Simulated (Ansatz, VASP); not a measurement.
## One calculation of FeO, two programs

```
Fe O
1.0
     0.00000    2.15540    2.15540
     2.15540    0.00000    2.15540
     2.15540    2.15540    0.00000
Fe O
1 1
Direct
  0.00000 0.00000 0.00000
  0.50000 0.50000 0.50000
```

Alike in both runs: task relaxation of cell and atoms; functional PBEsol; dispersion D4; k mesh 11 × 11 × 11; occupations fermi-dirac, width 0.05 eV; collinear spin.

|  | VASP | Ansatz |
| --- | --- | --- |
| version | VASP 6.6.1 | Ansatz 0.2.0 |
| potentials or method | VASP PAW PBE potentials, release 64 (Fe, O), cutoff 600 eV | all-electron LAPW, scalar-relativistic |

Ansatz gave:

```
net moment per atom (μB)                                      : 2.00
size of the moment on the site where the two differ most (μB) : 0.33
relaxed volume (Å³/atom)                                      : 9.82
relaxed cell length with the largest relative difference (Å)  : 3.029
```

Q: Which values does VASP return?

A: net moment per atom (μB): 2.00; size of the moment on the site where the two differ most (μB): 0.31; relaxed volume (Å³/atom): 9.49; relaxed cell length with the largest relative difference (Å): 2.994.

VASP's potentials were made for PBE, not for PBEsol. Site moments also hang on the region over which each program counts them. Ansatz ran all-electron here, and VASP with PAW potentials.
